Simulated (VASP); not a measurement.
# NaI in VASP: a series of runs

The runs below take NaI through single point, with r2SCAN, HSE06.

Program: VASP 6.6.1. These are calculated values, not measurements. Logs are shortened: lines on timing, memory, paths and dates and some standing lists are left out, and cuts for length are marked.

## 1. The cell of the first run

The structure is tetragonal, space group P4/mmm (No. 123). Conventional cell: a = 3.971 Å, b = 3.971 Å, c = 4.041 Å, α = 90.00°, β = 90.00°, γ = 90.00°. Within 4.5 Å of Na (site symmetry 4/mmm) lie 8 I at 3.46 Å and 6 Na at 3.97 to 4.04 Å. Within 4.5 Å of I (site symmetry 4/mmm) lie 8 Na at 3.46 Å and 6 I at 3.97 to 4.04 Å.

## 2. Single point, r2SCAN (biaxial xy strain -1.7%)

File POSCAR:

```
NaI
1.0
    3.9714433582      0.0000000000      0.0000000000
    0.0000000000      3.9714433582      0.0000000000
    0.0000000000      0.0000000000      4.0405365329
Na I
1 1
Direct
    0.0000000000      0.0000000000      0.0000000000
    0.5000000000      0.5000000000      0.5000000000
```

File INCAR.step1:

```
SYSTEM = NaI
  PREC = Accurate
  ENCUT = 520
  ISMEAR = 0
  SIGMA = 0.01
  LREAL = .FALSE.
  LASPH = .TRUE.
  NELM = 80
  NBANDS = 14
  GGA = PE
  ALGO = Normal
  EDIFF = 1E-4
  LWAVE = .TRUE.
  LCHARG = .FALSE.
```

File INCAR.step2:

```
SYSTEM = NaI
  PREC = Accurate
  ENCUT = 520
  EDIFF = 1E-7
  ISMEAR = 0
  SIGMA = 0.01
  LREAL = .FALSE.
  LASPH = .TRUE.
  NELM = 80
  ALGO = Normal
  ISIF = 2
  LWAVE = .FALSE.
  LCHARG = .TRUE.
  METAGGA = R2SCAN
  LMIXTAU = .TRUE.
  LELF = .TRUE.
  LVHAR = .TRUE.
  NBANDS = 14
  ISTART = 1
```

File KPOINTS:

```
Automatic mesh
0
G
  6 6 6
  0 0 0
```

Potentials or basis: VASP PAW PBE potentials, release 64 (Na_pv, I).

On the command line:

```bash
cat potpaw_PBE.64/Na_pv/POTCAR potpaw_PBE.64/I/POTCAR > POTCAR
cp INCAR.step1 INCAR
mpirun -np 1 vasp_std > vasp.out
cp INCAR.step2 INCAR
mpirun -np 1 vasp_std > vasp.out
```

OUTCAR:

```text
SYSTEM = NaI
   PREC = Accurate
   ENCUT = 520
   EDIFF = 1E-7
   ISMEAR = 0
   LREAL = .FALSE.
   LASPH = .TRUE.
   NELM = 80
   ISIF = 2
   METAGGA = R2SCAN
   ISTART = 1

 ion  position               nearest neighbor table
   1  0.000  0.000  0.000-
   2  0.500  0.500  0.500-

  LATTYP: Found a simple tetragonal cell.
 ALAT       =     3.9714433582
 C/A-ratio  =     1.0173974972

  Lattice vectors:

 A1 = (   3.9714433582,   0.0000000000,   0.0000000000)
 A2 = (   0.0000000000,   3.9714433582,   0.0000000000)
 A3 = (   0.0000000000,   0.0000000000,   4.0405365329)

Analysis of symmetry for initial positions (statically):
=====================================================================
 Subroutine PRICEL returns:
 Original cell was already a primitive cell.

 Routine SETGRP: Setting up the symmetry group for a
 simple tetragonal supercell.

 Subroutine GETGRP returns: Found 16 space group operations
 (whereof 16 operations were pure point group operations)
 out of a pool of 16 trial point group operations.

The static configuration has the point symmetry D_4h.

Analysis of symmetry for dynamics (positions and initial velocities):
=====================================================================
 Subroutine PRICEL returns:
 Original cell was already a primitive cell.

 Routine SETGRP: Setting up the symmetry group for a
 simple tetragonal supercell.

 Subroutine GETGRP returns: Found 16 space group operations
 (whereof 16 operations were pure point group operations)
 out of a pool of 16 trial point group operations.

The dynamic configuration has the point symmetry D_4h.

 Subroutine INISYM returns: Found 16 space group operations
 (whereof 16 operations are pure point group operations),
 and found     1 'primitive' translations

----------------------------------------------------------------------------------------

                                     Primitive cell

  volume of cell :      63.7288

  direct lattice vectors                    reciprocal lattice vectors
     3.971443358  0.000000000  0.000000000     0.251797624  0.000000000  0.000000000
     0.000000000  3.971443358  0.000000000     0.000000000  0.251797624  0.000000000
     0.000000000  0.000000000  4.040536533     0.000000000  0.000000000  0.247491884

  length of vectors
     3.971443358  3.971443358  4.040536533     0.251797624  0.251797624  0.247491884

  position of ions in fractional coordinates (direct lattice)
     0.000000000  0.000000000  0.000000000
     0.500000000  0.500000000  0.500000000

  ion indices of the primitive-cell ions
   primitive index   ion index
                 1           1
                 2           2

----------------------------------------------------------------------------------------

 KPOINTS: Automatic mesh

Automatic generation of k-mesh.
 Grid dimensions read from file:
 generate k-points for:    6    6    6

 Generating k-lattice:

  Cartesian coordinates                     Fractional coordinates (reciprocal lattice)
     0.041966271  0.000000000  0.000000000     0.166666667  0.000000000  0.000000000
     0.000000000  0.041966271  0.000000000     0.000000000  0.166666667  0.000000000
     0.000000000  0.000000000  0.041248647     0.000000000  0.000000000  0.166666667

  Length of vectors
     0.041966271  0.041966271  0.041248647

  Shift w.r.t. Gamma in fractional coordinates (k-lattice)
     0.000000000  0.000000000  0.000000000

 Subroutine IBZKPT returns following result:
 ===========================================

 Found     40 irreducible k-points:

 Following reciprocal coordinates:
            Coordinates               Weight
  0.000000  0.000000  0.000000      1.000000
  0.166667  0.000000  0.000000      4.000000
  0.333333  0.000000  0.000000      4.000000
  0.500000  0.000000  0.000000      2.000000
  0.166667  0.166667  0.000000      4.000000
  0.333333  0.166667  0.000000      8.000000
[... 16 lines left out ...]
  0.333333  0.000000  0.333333      8.000000
  0.500000  0.000000  0.333333      4.000000
 [... further k-points ...]
   k-points           NKPTS =     40   k-points in BZ     NKDIM =     40   number of bands    NBANDS=     14
   number of dos      NEDOS =    301   number of ions     NIONS =      2
   total plane-waves  NPLWV =  27000
   dimension x,y,z NGX =    30 NGY =   30 NGZ =   30
   dimension x,y,z NGXF=    60 NGYF=   60 NGZF=   60
   ions per type =               1   1
   NGX,Y,Z   is equivalent  to a cutoff of  12.56, 12.56, 12.34 a.u.
   NGXF,Y,Z  is equivalent  to a cutoff of  25.12, 25.12, 24.69 a.u.
 SYSTEM =  NaI
   PREC   = accura    normal or accurate (medium, high low for compatibility)
   ISTART =      1    job   : 0-new  1-cont  2-samecut
   ICHARG =      0    charge: 1-file 2-atom 10-const
   ISPIN  =      1    spin polarized calculation?
   LNONCOLLINEAR =      F non collinear calculations
   LSORBIT =      F    spin-orbit coupling
   LASPH  =      T    aspherical Exc in radial PAW
   ENCUT  =  520.0 eV  38.22 Ry    6.18 a.u.   7.38  7.38  7.51*2*pi/ulx,y,z
   NELM   =     80;   NELMIN=  2; NELMDL=  0     # of ELM steps
   EDIFF  = 0.1E-06   stopping-criterion for ELM
   LREAL  =      F    real-space projection
   EDIFFG = 0.1E-05   stopping-criterion for IOM
   NSW    =      0    number of steps for IOM
   IBRION =     -1    ionic relax: 0-MD 1-quasi-New 2-CG
   NFREE  =      0    steps in history (QN), initial steepest desc. (CG)
   ISIF   =      2    stress and relaxation
   ISYM   =      2    0-nonsym 1-usesym 2-fastsym
   POTIM  = 0.5000    time-step for ionic-motion
   TEBEG  =    0.0;   TEEND  =   0.0 temperature during run
   PSTRESS=    0.0 pullay stress
   NELECT =      14.0000    total number of electrons
   NUPDOWN=      -1.0000    fix difference up-down
   EMIN   =  10.00;   EMAX   =-10.00  energy-range for DOS
   EFERMI =   0.00;   METHOD = LEGACY
   ISMEAR =     0;   SIGMA  =   0.01  broadening in eV -4-tet -1-fermi 0-gaus
   EFERMI_NEDOS =   21; number of points for ismear=-14 and -15
   IALGO  =     38    algorithm
   IMIX   =      4    mixing-type and parameters
     AMIX     =   0.40;   BMIX     =  1.00
     AMIX_MAG =   1.60;   BMIX_MAG =  1.00
  volume/ion in A,a.u.               =      31.86       215.03
  Fermi-wavevector in a.u.,A,eV,Ry     =   0.987807  1.866685 13.276066  0.975763
  Thomas-Fermi vector in A             =   2.119288
   LORBIT       =      0    0 simple, 1 ext, 2 COOP (PROOUT), +10 PAW based schemes
   METAGGA = R2SCAN    functional components
   LHFCALC =     F    Hartree Fock is set to
   AEXX    =    0.0000 exact exchange contribution
   IVDW    =     0    specifies the selected vdW correction
   LEPSILON=     F    determine dielectric tensor
   LRPA    =     F    only Hartree local field effects (RPA)
 non-spin polarized calculation
 Gauss-broadening in eV      SIGMA  =   0.01
  energy-cutoff  :      520.00
  volume of cell :       63.73
 maximum number of plane-waves:      1743
 NGX is ok and might be reduce to    30
   NGX = 15   NGY = 15   NGZ = 15

 number of electron      13.9999988 magnetization

 Free energy of the ion-electron system (eV)
  ---------------------------------------------------
  ext. energy  EPLUGINS =         0.00000000
  ---------------------------------------------------
  free energy    TOTEN  =       -30.72373452 eV

  energy without entropy =      -30.72373452  energy(sigma->0) =      -30.72373452

 E-fermi :   2.0596     XC(G=0):  -8.3669

 val. band max:        2.0047022840   @ k =   0.5000   0.0000   0.5000
 cond. band min:       5.0910781141   @ k =   0.0000   0.0000   0.0000
 fundamental gap:      3.0863758300
 Fermi energy:         2.0595998846

 k-point     1 :       0.0000    0.0000    0.0000
  band No.  band energies     occupation
      1     -22.6077      2.00000
      2     -22.6077      2.00000
      3     -22.6050      2.00000
      4     -10.3634      2.00000
      5       1.1314      2.00000
      6       1.3060      2.00000
      7       1.3060      2.00000
      8       5.0911      0.00000
      9       7.9383      0.00000
     10       8.0582      0.00000
     11      14.2765      0.00000
     12      14.4493      0.00000
     13      14.4596      0.00000
     14      14.4596      0.00000

 k-point     2 :       0.1667    0.0000    0.0000
  band No.  band energies     occupation
      1     -22.6100      2.00000
      2     -22.6075      2.00000
      3     -22.6048      2.00000
      4     -10.2714      2.00000
      5       0.3400      2.00000
      6       1.2176      2.00000
      7       1.3906      2.00000
      8       5.7462      0.00000
      9       8.2128      0.00000
     10       8.9751      0.00000
     11      12.3988      0.00000
     12      12.6731      0.00000
     13      13.5266      0.00000
     14      14.6545      0.00000

 k-point     3 :       0.3333    0.0000    0.0000
  band No.  band energies     occupation
      1     -22.6147      2.00000
      2     -22.6071      2.00000
      3     -22.6043      2.00000
      4     -10.0728      2.00000
      5      -0.9859      2.00000
      6       1.4025      2.00000
      7       1.5715      2.00000
      8       6.6865      0.00000
      9       8.9091      0.00000
     10       9.8302      0.00000
     11      10.8843      0.00000
     12      11.1762      0.00000
     13      12.4891      0.00000
     14      13.9552      0.00000
[... 324 lines left out ...]
 k-point    23 :       0.3333    0.0000    0.3333
  band No.  band energies     occupation
      1     -22.6137      2.00000
      2     -22.6098      2.00000
      3     -22.6066      2.00000
      4      -9.8382      2.00000
      5      -0.6365      2.00000
      6      -0.4544      2.00000
      7       1.8158      2.00000
      8       6.5058      0.00000
      9       8.5348      0.00000
     10      11.0343      0.00000
     11      11.5693      0.00000
     12      11.7020      0.00000
     13      11.9338      0.00000
     14      13.9682      0.00000

 k-point    24 :       0.5000    0.0000    0.3333
  band No.  band energies     occupation
      1     -22.6159      2.00000
      2     -22.6095      2.00000
      3     -22.6064      2.00000
      4      -9.7406      2.00000
      5      -1.0629      2.00000
      6      -0.3492      2.00000
      7       1.9152      2.00000
      8       5.8878      0.00000
      9       9.0699      0.00000
     10      10.9638      0.00000
     11      11.1749      0.00000
     12      11.5416      0.00000
     13      12.0417      0.00000
     14      14.7173      0.00000

 [... further k-points ...]

------------------------ aborting loop because EDIFF is reached ----------------------------------------

  FORCE on cell =-STRESS in cart. coord.  units (eV):
  Direction    XX          YY          ZZ          XY          YZ          ZX
  --------------------------------------------------------------------------------------
  -------------------------------------------------------------------------------------
  Total        0.3673161      0.3673161     -0.0211317      0.0000000     -0.0000000      0.0000000
  in kB        9.2345281      9.2345281     -0.5312625      0.0000000     -0.0000000      0.0000000
  external PRESSURE =       5.9792645 kB  Pullay stress =       0.0000000 kB

 VOLUME and BASIS-vectors are now :
 -----------------------------------------------------------------------------
  energy-cutoff  :      520.00
  volume of cell :       63.73
      direct lattice vectors                 reciprocal lattice vectors
     3.971443358  0.000000000  0.000000000     0.251797624  0.000000000  0.000000000
     0.000000000  3.971443358  0.000000000     0.000000000  0.251797624  0.000000000
     0.000000000  0.000000000  4.040536533     0.000000000  0.000000000  0.247491884

 POSITION                                       TOTAL-FORCE (eV/Angst)
 -----------------------------------------------------------------------------------
      0.00000      0.00000      0.00000         0.000000      0.000000      0.000000
      1.98572      1.98572      2.02027         0.000000      0.000000      0.000000
 -----------------------------------------------------------------------------------
    total drift:                                0.000000     -0.000000     -0.000000

  FREE ENERGIE OF THE ION-ELECTRON SYSTEM (eV)
  ---------------------------------------------------
  free  energy   TOTEN  =       -30.7237345200 eV

  energy  without entropy=      -30.7237345200  energy(sigma->0) =      -30.72373452
```

It took 54 s on 1 thread of Intel Xeon 6975P-C (Granite Rapids), shared host; peak memory 0.19 GiB.

What came out:

| Property | Result |
| --- | --- |
| Free energy | -30.7237 eV |
| Pressure | 0.6 GPa |
| Band gap on the k mesh | 3.09 eV (least direct gap 3.22 eV) |

Stress tensor (GPa, compression positive):
```
 0.92  0.00  0.00
 0.00  0.92  0.00
 0.00  0.00 -0.05
```

Caveat: the cell differs from its parent crystal (biaxial xy strain -1.7%); the PAW data sets were made with another functional, which shifts forces and pressure a little; spin-orbit coupling is left out, which moves the levels of the heavy elements. A k mesh can miss the band edges.

## 3. Single point, r2SCAN (uniaxial x strain +5.4%)

File POSCAR:

```
NaI
1.0
    4.2603417203      0.0000000000      0.0000000000
    0.0000000000      4.0405365329      0.0000000000
    0.0000000000      0.0000000000      4.0405365329
Na I
1 1
Direct
    0.0000000000      0.0000000000      0.0000000000
    0.5000000000      0.5000000000      0.5000000000
```

File INCAR.step1:

```
SYSTEM = NaI
ALGO     = Normal         ! electronic algorithm
EDIFF    = 1E-4           ! SCF threshold, eV
ENCUT    = 520            ! plane-wave cutoff, eV
GGA      = PE             ! functional
ISMEAR   = 0              ! smearing method
LASPH    = .TRUE.         ! aspherical terms in the spheres
LCHARG   = .FALSE.        ! write CHGCAR
LREAL    = .FALSE.        ! projectors in reciprocal space
LWAVE    = .TRUE.         ! write WAVECAR
NBANDS   = 14             ! bands
NELM     = 60             ! most SCF steps
PREC     = Accurate       ! precision mode
SIGMA    = 0.01           ! smearing width, eV
```

File INCAR.step2:

```
SYSTEM = NaI
ALGO     = Normal         ! electronic algorithm
EDIFF    = 1E-6           ! SCF threshold, eV
ENCUT    = 520            ! plane-wave cutoff, eV
ISIF     = 2              ! what is computed and relaxed
ISMEAR   = 0              ! smearing method
ISTART   = 1            
LASPH    = .TRUE.         ! aspherical terms in the spheres
LCHARG   = .FALSE.        ! write CHGCAR
LMIXTAU  = .TRUE.       
LREAL    = .FALSE.        ! projectors in reciprocal space
LWAVE    = .FALSE.        ! write WAVECAR
METAGGA  = R2SCAN         ! meta-GGA
NBANDS   = 14             ! bands
NELM     = 60             ! most SCF steps
PREC     = Accurate       ! precision mode
SIGMA    = 0.01           ! smearing width, eV
```

File KPOINTS:

```
k-points
0
G
  6 6 6
  0 0 0
```

Potentials or basis: VASP PAW PBE potentials, release 64 (Na_pv, I).

On the command line:

```bash
cat potpaw_PBE.64/Na_pv/POTCAR potpaw_PBE.64/I/POTCAR > POTCAR
cp INCAR.step1 INCAR
mpirun -np 1 vasp_std > vasp.out
cp INCAR.step2 INCAR
mpirun -np 1 vasp_std > vasp.out
```

It took 35 s on 1 thread of Intel Xeon 6975P-C (Granite Rapids), shared host; peak memory 0.19 GiB.

Results (log left out):

```yaml
Free_energy: -30.6999 eV
Pressure: -0.8 GPa
Band_gap_on_the_k_mesh: 2.81 eV (least direct gap 3.26 eV)
```

Stress tensor (GPa, compression positive):
```
-2.43  0.00  0.00
 0.00 -0.01  0.00
 0.00  0.00 -0.01
```

Levels at points of the mesh, in eV from the valence-band top:
| k point | band 5 | band 6 | band 7 | band 8 | band 9 | band 10 |
| --- | --- | --- | --- | --- | --- | --- |
| (0.00, 0.00, 0.00) | -1.04 | -0.57 | -0.57 | 2.81 | 5.96 | 6.28 |
| (0.50, 0.00, 0.00) | -3.16 | -0.33 | -0.33 | 5.27 | 6.73 | 7.64 |
| (0.00, 0.50, 0.00) | -3.16 | -0.68 | -0.24 | 5.02 | 6.75 | 7.65 |
| (0.50, 0.50, 0.00) | -2.65 | -2.48 | 0.00 | 3.26 | 7.66 | 8.65 |
| (0.00, 0.50, 0.50) | -2.52 | -2.52 | -0.33 | 3.49 | 7.26 | 8.45 |
| (0.50, 0.50, 0.50) | -2.15 | -2.15 | -1.97 | 4.63 | 4.63 | 4.65 |

Caveat: the cell differs from its parent crystal (uniaxial x strain +5.4%); the PAW data sets were made with another functional, which shifts forces and pressure a little; spin-orbit coupling is left out, which moves the levels of the heavy elements. A k mesh can miss the band edges.

## 4. Single point, HSE06 (strain along [111] -4.3%)

File POSCAR:

```
NaI
1.0
    3.9823528068     -0.0581837261     -0.0581837261
   -0.0581837261      3.9823528068     -0.0581837261
   -0.0581837261     -0.0581837261      3.9823528068
Na I
1 1
Direct
    0.0000000000      0.0000000000      0.0000000000
    0.5000000000      0.5000000000      0.5000000000
```

File INCAR.step1:

```
  PREC = Accurate
  ENCUT = 520
  EDIFF = 1E-5
  ISMEAR = 0
  SIGMA = 0.01
  LREAL = F
  LASPH = T
  NELM = 100
  ALGO = Normal
  ISIF = 2
  LWAVE = T
  GGA = PE
  NBANDS = 14
```

File INCAR.step2:

```
  PREC = Accurate
  ENCUT = 520
  EDIFF = 1E-6
  ISMEAR = 0
  SIGMA = 0.01
  LREAL = F
  LASPH = T
  NELM = 100
  ALGO = Normal
  ISIF = 2
  LWAVE = F
  LCHARG = T
  GGA = PE
  LHFCALC = T
  HFSCREEN = 0.2079
  PRECFOCK = Normal
  LELF = T
  LVHAR = T
  ISTART = 1
  NBANDS = 14
```

File KPOINTS:

```
Automatic mesh
0
Gamma
  4 4 4
```

On the command line:

```bash
cat potpaw_PBE.64/Na_pv/POTCAR potpaw_PBE.64/I/POTCAR > POTCAR
cp INCAR.step1 INCAR
mpirun -np 1 vasp_std > vasp.out
cp INCAR.step2 INCAR
mpirun -np 1 vasp_std > vasp.out
```

Run time: 2.8 min. Hardware: 1 thread of Intel Xeon 6975P-C (Granite Rapids), shared host; peak memory 0.27 GiB.

It converged, with:

```
Free energy            : -5.9014 eV
Pressure               : 1.1 GPa
Band gap on the k mesh : 3.31 eV (least direct gap 3.61 eV)
```

Stress tensor (GPa, compression positive):
```
 1.09 -0.07 -0.07
-0.07  1.09 -0.07
-0.07 -0.07  1.09
```

Levels at points of the mesh, in eV from the valence-band top:
| k point | band 3 | band 4 | band 5 | band 6 | band 7 | band 8 | band 9 | band 10 | band 11 | band 12 |
| --- | --- | --- | --- | --- | --- | --- | --- | --- | --- | --- |
| (0.00, 0.00, 0.00) | -26.15 | -13.02 | -0.86 | -0.70 | -0.70 | 3.31 | 6.44 | 6.44 | 12.53 | 12.53 |
| (0.50, 0.00, 0.00) | -26.15 | -12.60 | -3.74 | -0.44 | -0.32 | 5.65 | 7.67 | 7.97 | 9.00 | 9.15 |
| (0.50, 0.50, 0.00) | -26.15 | -12.25 | -3.04 | -2.95 | 0.00 | 3.61 | 8.05 | 9.46 | 9.67 | 9.98 |
| (0.50, 0.50, 0.50) | -26.16 | -11.90 | -2.47 | -2.47 | -2.37 | 4.90 | 4.90 | 5.21 | 7.89 | 15.15 |

Caveat: the cell differs from its parent crystal (strain along [111] -4.3%); the PAW data sets were made with another functional, which shifts forces and pressure a little; spin-orbit coupling is left out, which moves the levels of the heavy elements.

(Continued in part 2 of 2.)
